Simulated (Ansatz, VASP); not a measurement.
## ZnSe in VASP and in Ansatz

```
Zn Se
1.0
     0.00000    2.83242    2.83242
     2.83242    0.00000    2.83242
     2.83242    2.83242    0.00000
Zn Se
1 1
Direct
  0.00000 0.00000 0.00000
  0.25000 0.25000 0.25000
```

Alike in both runs: task single point; functional PBE; k mesh 6 × 6 × 6; no spin polarisation.

|  | VASP | Ansatz |
| --- | --- | --- |
| version | VASP 6.6.1 | Ansatz 0.2.0 |
| potentials or method | VASP PAW PBE potentials, release 64 (Zn, Se) | plane waves, PAW |
| plane-wave cutoff (eV) | 520 | 420 |
| occupations | gaussian, width 0.01 eV | fixed |
| valence electrons in the cell | 18 | 28 |

VASP gave:

```
gap on the k mesh at the Fermi level (eV) : 1.29
pressure (GPa)                            : 2.5
```

What did Ansatz give for the same quantities?

gap on the k mesh at the Fermi level (eV): 1.29; pressure (GPa): 2.2.

VASP's potentials hold 18 valence electrons a cell and Ansatz's 28, so a difference there can come from the potentials and not from the codes.
